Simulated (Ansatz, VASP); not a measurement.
## Two plane-wave programs on P

```xyz
2
Lattice="-1.7009 2.5240 1.8667 1.7009 -2.5240 1.8667 1.7009 2.5240 -1.8667" Properties=species:S:1:pos:R:3 pbc="T T T"
P     0.0000    3.7860    0.1959
P     1.7009   -1.2620    1.6708
```

Alike in both runs: functional r2SCAN; k mesh 16 × 16 × 16; occupations gaussian, width 0.1 eV; no spin polarisation.

Ansatz relaxed the structure, and its values are those at the end. VASP's run is a single point on that final structure, the one shown.

|  | VASP | Ansatz |
| --- | --- | --- |
| version | VASP 6.6.1 | Ansatz 0.2.0 |
| potentials or method | VASP PAW PBE potentials, release 64 (P), cutoff 520 eV | scalar-relativistic, plane waves, PAW |
| valence electrons in the cell | 10 | 10 |

Ansatz gave:

```
gap on the k mesh at the Fermi level (eV) : none
pressure (GPa)                            : 0.0
rms of the force components (eV/Å)        : 0.002
```

Q: Estimate VASP's values.

A: gap on the k mesh at the Fermi level (eV): none; pressure (GPa): -0.6; rms of the force components (eV/Å): 0.053.

VASP's potentials were made for PBE, not for r2SCAN. A gap of «none» marks a metal or a gap that the smearing closes. With one functional, cell and mesh, what is left measures potentials, basis and numerics.
